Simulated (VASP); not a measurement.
A run of VASP 6.6.1:

Contents of INCAR:

```
  ALGO = Fast
  EDIFF = 1E-7
  EDIFFG = -0.005
  ENCUT = 600
  GGA = PS
  IBRION = 2
  ISIF = 3
  ISMEAR = 0
  LASPH = T
  LCHARG = F
  LREAL = F
  LWAVE = F
  NELM = 100
  NSW = 70
  PREC = Accurate
  SIGMA = 0.1
```

KPOINTS

```
k-points
0
Gamma
  10 10 10
```

POSCAR

```
ZnGa3
1.0
    4.1570897383      0.0000000000      0.0000000000
    0.0000000000      4.1570897383      0.0000000000
    0.0000000000      0.0000000000      4.1570897383
Zn Ga
1 3
Direct
    0.0000000000      0.0000000000      0.0000000000
    0.0000000000      0.5000000000      0.5000000000
    0.5000000000      0.0000000000      0.5000000000
    0.5000000000      0.5000000000      0.0000000000
```

Potentials or basis: VASP PAW PBE potentials, release 64 (Zn, Ga_d).

Launch:

```bash
$ cat potpaw_PBE.64/Zn/POTCAR potpaw_PBE.64/Ga_d/POTCAR > POTCAR
$ mpirun -np 1 vasp_std > vasp.out
```

Hardware: 1 thread of AMD EPYC 9R45 (Zen 5), on a shared host.

Task: Estimate the wall time of this run.

Result: Run time: 3.9 min on 1 thread of AMD EPYC 9R45 (Zen 5), with other jobs on the host, peak memory 0.27 GiB. Counts: scf iterations 37, k points 56, ion steps 3.
